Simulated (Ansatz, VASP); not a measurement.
## CaO: VASP beside Ansatz

File INCAR:

```
SYSTEM = CaO
ALGO = Normal
EDIFF = 1E-6
EDIFFG = -0.005
ENCUT = 600
GGA = PS
IBRION = 2
ISIF = 3
ISMEAR = 0
LASPH = .True.
LCHARG = .False.
LREAL = .False.
LWAVE = .False.
NELM = 100
NSW = 100
PREC = Accurate
SIGMA = 0.02
```

The input KPOINTS:

```
k-points
0
Gamma
  8 8 8
  0 0 0
```

File POSCAR:

```
CaO
1.0
    0.0000000000      2.4065000000      2.4065000000
    2.4065000000      0.0000000000      2.4065000000
    2.4065000000      2.4065000000      0.0000000000
Ca O
1 1
Direct
    0.0000000000      0.0000000000      0.0000000000
    0.5000000000      0.5000000000      0.5000000000
```

Input for Ansatz:

```yaml
crystal:
  lattice:
    - [0.0, 2.4065, 2.4065]
    - [2.4065, 0.0, 2.4065]
    - [2.4065, 2.4065, 0.0]
  atoms:
    - { symbol: Ca, position: [0.0, 0.0, 0.0] }
    - { symbol: O, position: [0.5, 0.5, 0.5] }
basis:
  ecutwfc: 420
kpoints:
  mp_grid: { grid: [8, 8, 8] }
hamiltonian:
  xc: pbesol
scf:
  occupations: { method: gaussian, width: 0.02 }
output:
  forces: true
  stress: true
  eigenvalues: true
relax:
  adjacent_minimum: "off"
  f_tol: 0.005
  max_steps: 80
  cell: { stress_tol: 0.05 }
```

Alike in both runs: task relaxation of cell and atoms; functional PBEsol; k mesh 8 × 8 × 8; occupations gaussian, width 0.02 eV; no spin polarisation.

|  | VASP | Ansatz |
| --- | --- | --- |
| version | VASP 6.6.1 | Ansatz 0.2.0 |
| potentials or method | VASP PAW PBE potentials, release 64 (Ca_sv, O), cutoff 600 eV | scalar-relativistic, plane waves, PAW |
| valence electrons in the cell | 16 | 16 |

VASP gave:

```
gap on the k mesh at the Fermi level, each at its own relaxed structure (eV) : 3.53
relaxed volume (Å³/atom)                                                     : 13.61
relaxed length of the cell vector where the two differ most in proportion (Å)              : 3.376
```

Task: What did Ansatz give for the same quantities?

Result: gap on the k mesh at the Fermi level, each at its own relaxed structure (eV): 3.54; relaxed volume (Å³/atom): 13.54; relaxed length of the cell vector where the two differ most in proportion (Å): 3.371.

VASP's potentials were made for PBE, not for PBEsol.
